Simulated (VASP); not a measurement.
# Mo2C3 (P4/mmm) in VASP: relaxation of cell and atoms with PBE

Aim: the relaxation of cell and atoms of Mo2C3 with PBE.

All numbers are computed with VASP 6.6.1; they aren't measurements. Logs are shortened: lines on timing, memory, paths and dates and some standing lists are left out, and cuts for length are marked.

### Step 1. The cell of the first run

It takes space group P4/mmm (No. 123, tetragonal). Conventional cell: a = 3.614 Å, b = 3.614 Å, c = 5.445 Å, α = 90.00°, β = 90.00°, γ = 90.00°. Mo (site symmetry mmm) has 4 C at 2.29 Å and 4 Mo at 2.56 Å within 3.0 Å. Within 1.8 Å of C (site symmetry 4mm) lie 1 C at 1.31 Å. Within 1.8 Å of C (site symmetry 4/mmm) lie 2 C at 1.31 Å.

The cell was generated, and may not be a known phase.

### Step 2. Relaxation of cell and atoms, PBE

Contents of INCAR:

```
SYSTEM = Mo2C3
ALGO = Fast
EDIFF = 1E-6
EDIFFG = -0.01
ENCUT = 600
GGA = PE
IBRION = 2
ISIF = 3
ISMEAR = 0
LASPH = .True.
LCHARG = .False.
LREAL = .False.
LWAVE = .False.
NELM = 60
NSW = 100
PREC = Accurate
SIGMA = 0.1
```

Contents of KPOINTS:

```
k-points
0
Gamma
  10 10 8
  0 0 0
```

Contents of POSCAR:

```
Mo2C3
1.0
    3.6138565015      0.0000000000      0.0000000000
    0.0000000000      3.6138565015      0.0000000000
    0.0000000000      0.0000000000      5.4446152082
Mo C
2 3
Direct
    0.5000000000      0.0000000000      0.5000000000
    0.0000000000      0.5000000000      0.5000000000
    0.0000000000      0.0000000000      0.2414441903
    0.0000000000      0.0000000000      0.7585558097
    0.0000000000      0.0000000000      0.0000000000
```

Potentials or basis: VASP PAW PBE potentials, release 64 (Mo_sv, C).

Launch:

```console
> cat potpaw_PBE.64/Mo_sv/POTCAR potpaw_PBE.64/C/POTCAR > POTCAR
> mpirun -np 1 vasp_std > vasp.out
```

OUTCAR:

```text
SYSTEM = Mo2C3
   EDIFF = 1E-6
   EDIFFG = -0.01
   ENCUT = 600
   GGA = PE
   IBRION = 2
   ISIF = 3
   ISMEAR = 0
   LASPH = .True.
   LREAL = .False.
   NELM = 60
   NSW = 100
   PREC = Accurate

 ion  position               nearest neighbor table
   1  0.500  0.000  0.500-   3 2.29   4 2.29   3 2.29   4 2.29   2 2.56   2 2.56   2 2.56   2 2.56

   2  0.000  0.500  0.500-   3 2.29   4 2.29   3 2.29   4 2.29   1 2.56   1 2.56   1 2.56   1 2.56

   3  0.000  0.000  0.241-   5 1.31   2 2.29   1 2.29   2 2.29   1 2.29
   4  0.000  0.000  0.759-   5 1.31   2 2.29   1 2.29   2 2.29   1 2.29
   5  0.000  0.000  0.000-   3 1.31   4 1.31

  LATTYP: Found a simple tetragonal cell.
 ALAT       =     3.6138565015
 C/A-ratio  =     1.5065941899

  Lattice vectors:

 A1 = (   3.6138565015,   0.0000000000,   0.0000000000)
 A2 = (   0.0000000000,   3.6138565015,   0.0000000000)
 A3 = (   0.0000000000,   0.0000000000,   5.4446152082)

Analysis of symmetry for initial positions (statically):
=====================================================================
 Subroutine PRICEL returns:
 Original cell was already a primitive cell.

 Routine SETGRP: Setting up the symmetry group for a
 simple tetragonal supercell.

 Subroutine GETGRP returns: Found 16 space group operations
 (whereof 16 operations were pure point group operations)
 out of a pool of 16 trial point group operations.

The static configuration has the point symmetry D_4h.

Analysis of symmetry for dynamics (positions and initial velocities):
=====================================================================
 Subroutine PRICEL returns:
 Original cell was already a primitive cell.

 Routine SETGRP: Setting up the symmetry group for a
 simple tetragonal supercell.

 Subroutine GETGRP returns: Found 16 space group operations
 (whereof 16 operations were pure point group operations)
 out of a pool of 16 trial point group operations.

The dynamic configuration has the point symmetry D_4h.

 Subroutine INISYM returns: Found 16 space group operations
 (whereof 16 operations are pure point group operations),
 and found     1 'primitive' translations

----------------------------------------------------------------------------------------

[... 117 lines left out ...]
     AMIX     =   0.40;   BMIX     =  1.00
     AMIX_MAG =   1.60;   BMIX_MAG =  1.00
  volume/ion in A,a.u.               =      14.22        95.97
  Fermi-wavevector in a.u.,A,eV,Ry     =   1.351425  2.553822 24.848980  1.826349
  Thomas-Fermi vector in A             =   2.478847
   LORBIT       =      0    0 simple, 1 ext, 2 COOP (PROOUT), +10 PAW based schemes
   GGA     = PE    functional components
   LHFCALC =     F    Hartree Fock is set to
   AEXX    =    0.0000 exact exchange contribution
   IVDW    =     0    specifies the selected vdW correction
   LEPSILON=     F    determine dielectric tensor
   LRPA    =     F    only Hartree local field effects (RPA)
 conjugate gradient relaxation of ions
 non-spin polarized calculation
 RMM-DIIS sequential band-by-band and
 Gauss-broadening in eV      SIGMA  =   0.10
  energy-cutoff  :      600.00
  volume of cell :       71.11
 maximum number of plane-waves:      2400
 NGX is ok and might be reduce to    30
   NGX = 15   NGY = 15   NGZ = 21

--------------------------------------- Ionic step        1  -------------------------------------------

 number of electron      40.0000002 magnetization

 Free energy of the ion-electron system (eV)
  ---------------------------------------------------
  ext. energy  EPLUGINS =         0.00000000
  ---------------------------------------------------
  free energy    TOTEN  =       -45.10144984 eV

  energy without entropy =      -45.08963548  energy(sigma->0) =      -45.09554266

------------------------ aborting loop because EDIFF is reached ----------------------------------------

  FORCE on cell =-STRESS in cart. coord.  units (eV):
  Direction    XX          YY          ZZ          XY          YZ          ZX
  --------------------------------------------------------------------------------------
  -------------------------------------------------------------------------------------
  Total       -0.2027306     -0.2027306     -0.0244696      0.0000000      0.0000000      0.0000000
  in kB       -4.5679462     -4.5679462     -0.5513512      0.0000000      0.0000000      0.0000000
  external PRESSURE =      -3.2290812 kB  Pullay stress =       0.0000000 kB
[... 98 lines left out ...]
  FREE ENERGIE OF THE ION-ELECTRON SYSTEM (eV)
  ---------------------------------------------------
  free  energy   TOTEN  =       -45.1016598467 eV

  energy  without entropy=      -45.0898167362  energy(sigma->0) =      -45.09573829

[... ionic steps 4 to 8 ...]

--------------------------------------- Ionic step        9  -------------------------------------------

 number of electron      40.0000002 magnetization

------------------------ aborting loop because EDIFF is reached ----------------------------------------
[... 73 lines left out ...]
--------------------------------------- Ionic step       11  -------------------------------------------

 number of electron      40.0000002 magnetization

 Free energy of the ion-electron system (eV)
  ---------------------------------------------------
  ext. energy  EPLUGINS =         0.00000000
  ---------------------------------------------------
  free energy    TOTEN  =       -45.10169229 eV

  energy without entropy =      -45.08980765  energy(sigma->0) =      -45.09574997

 E-fermi :   6.4077     XC(G=0): -10.6332

 val. band max:        6.4021612641   @ k =   0.4000   0.0000   0.1250
 cond. band min:       6.4131623291   @ k =   0.4000   0.0000   0.0000
 fundamental gap:      0.0110010650
 Fermi energy:         6.4076956194

 k-point     1 :       0.0000    0.0000    0.0000
  band No.  band energies     occupation
      1     -54.9981      2.00000
      2     -54.5249      2.00000
      3     -29.6480      2.00000
      4     -29.6480      2.00000
      5     -29.0697      2.00000
      6     -28.6288      2.00000
[... 637 lines left out ...]
     23       8.8538      0.00000
     24       9.3485      0.00000

 [... further k-points ...]

------------------------ aborting loop because EDIFF is reached ----------------------------------------

  FORCE on cell =-STRESS in cart. coord.  units (eV):
  Direction    XX          YY          ZZ          XY          YZ          ZX
  --------------------------------------------------------------------------------------
  -------------------------------------------------------------------------------------
  Total       -0.0070177     -0.0070177     -0.0181562      0.0000000     -0.0000000      0.0000000
  in kB       -0.1584312     -0.1584312     -0.4098953      0.0000000     -0.0000000      0.0000000
  external PRESSURE =      -0.2422526 kB  Pullay stress =       0.0000000 kB
[... 20 lines left out ...]
  FREE ENERGIE OF THE ION-ELECTRON SYSTEM (eV)
  ---------------------------------------------------
  free  energy   TOTEN  =       -45.1016922892 eV

  energy  without entropy=      -45.0898076485  energy(sigma->0) =      -45.09574997

 reached required accuracy - stopping structural energy minimisation
```

OSZICAR:

```text
N       E                     dE             d eps       ncg     rms          rms(c)
DAV:   1     0.420728526666E+03    0.42073E+03   -0.26418E+04  5144   0.183E+03
DAV:   2    -0.309581502592E+02   -0.45169E+03   -0.44771E+03  5920   0.478E+02
DAV:   3    -0.507173960009E+02   -0.19759E+02   -0.19504E+02  6952   0.948E+01
[... 80 lines left out ...]
       N       E                     dE             d eps       ncg     rms          rms(c)
DAV:   1    -0.451017491133E+02   -0.63456E-04   -0.14339E-03  6352   0.317E-01    0.410E-02
RMM:   2    -0.451016945853E+02    0.54528E-04   -0.27480E-04  5426   0.852E-02    0.169E-02
RMM:   3    -0.451016926908E+02    0.18944E-05   -0.35598E-05  5454   0.333E-02    0.924E-03
RMM:   4    -0.451016922892E+02    0.40165E-06   -0.75735E-06  4086   0.171E-02
  11 F= -.45101692E+02 E0= -.45095750E+02  d E =-.768713E-05
```

CONTCAR:

```text
Mo2C3
   1.00000000000000
     3.6094965588103052    0.0000000000000000    0.0000000000000000
    -0.0000000000000000    3.6094965588103052   -0.0000000000000000
     0.0000000000000000   -0.0000000000000000    5.4471439010848766
  Mo              C
     2     3
Direct
     0.5000000000000000    0.0000000000000000    0.5000000000000000
     0.0000000000000000    0.5000000000000000    0.5000000000000000
     1.0000000000000000    0.0000000000000000    0.2413209973031723
     0.0000000000000000    1.0000000000000000    0.7586790026968278
     0.0000000000000000    0.0000000000000000    0.0000000000000000

  0.00000000E+00  0.00000000E+00  0.00000000E+00
  0.00000000E+00  0.00000000E+00  0.00000000E+00
  0.00000000E+00  0.00000000E+00  0.00000000E+00
  0.00000000E+00  0.00000000E+00  0.00000000E+00
  0.00000000E+00  0.00000000E+00  0.00000000E+00
```

Run time: 26 min. Hardware: 1 thread of Oxide Virtual Turin-like, shared host; peak memory 0.31 GiB.

What came out:

| Quantity | Value |
| --- | --- |
| Free energy | -45.1017 eV |
| Relaxed volume | 14.19 Å³/atom |
| Relaxed cell | a = 3.609 Å, b = 3.609 Å, c = 5.447 Å, α = 90.00°, β = 90.00°, γ = 90.00° |
| Space group after relaxing (to 0.1 Å) | P4/mmm (No. 123) |
| Energy gained by relaxing | 0.0 meV/atom |
| Ionic steps | 11 |
| Pressure after relaxing | 0.0 GPa |
| Band gap on the k mesh | zero (bands 20 and 21 overlap by 1.67 eV) |

The path:
```
step  energy change (eV)  largest force (eV/Å)  pressure (GPa)  volume (Å³)
   1              0.0000                0.0095           -0.32        71.11
   2              0.0000                0.0523            0.38        70.81
   3             -0.0002                0.0233            0.02        70.95
   4             -0.0002                0.0224            0.04        70.96
   5             -0.0002                0.0066           -0.15        71.03
   6             -0.0002                0.0195           -0.01        70.97
   7             -0.0002                0.0206            0.00        70.96
   8             -0.0002                0.0161            0.05        70.96
   9             -0.0002                0.0127            0.04        70.96
  10             -0.0002                0.0119           -0.04        70.98
  11             -0.0002                0.0013           -0.02        70.97
```

Final structure:
```
Mo C
1.0
     3.60950    0.00000    0.00000
     0.00000    3.60950    0.00000
     0.00000    0.00000    5.44714
Mo C
2 3
Direct
  0.50000 0.00000 0.50000
  0.00000 0.50000 0.50000
  0.00000 0.00000 0.24132
  0.00000 0.00000 0.75868
  0.00000 0.00000 0.00000
```
